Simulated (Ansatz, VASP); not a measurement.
**One calculation of Mg7O, two programs**

```
Mg O
1.0
     5.81592    0.00000    0.00000
    -2.90796    5.03673    0.00000
     0.00000    0.00000    5.78827
Mg O
7 1
Direct
  0.50000 0.00000 0.75158
  0.00000 0.50000 0.75158
  0.50000 0.50000 0.75158
  0.00000 0.50000 0.24842
  0.50000 0.00000 0.24842
  0.50000 0.50000 0.24842
  0.00000 0.00000 0.50000
  0.00000 0.00000 0.00000
```

Alike in both runs: functional PBE; k mesh 6 × 6 × 8; occupations gaussian, width 0.1 eV; no spin polarisation.

Ansatz relaxed the structure, and its values are those at the end. VASP's run is a single point on that final structure, the one shown.

|  | VASP | Ansatz |
| --- | --- | --- |
| version | VASP 6.6.1 | Ansatz 0.2.0 |
| potentials or method | VASP PAW PBE potentials, release 64 (Mg, O), cutoff 520 eV | scalar-relativistic, plane waves, PAW |
| valence electrons in the cell | 20 | 76 |

```csv
,VASP,Ansatz,Ansatz less VASP
gap on the k mesh at the Fermi level (eV),none,none,-
pressure (GPa),-0.1,0.0,+0.11
```

A gap of «none» marks a metal or a gap that the smearing closes. With one functional, cell and mesh, what is left measures potentials, basis and numerics. VASP's potentials hold 20 valence electrons a cell and Ansatz's 76, so a difference there can come from the potentials and not from the codes.
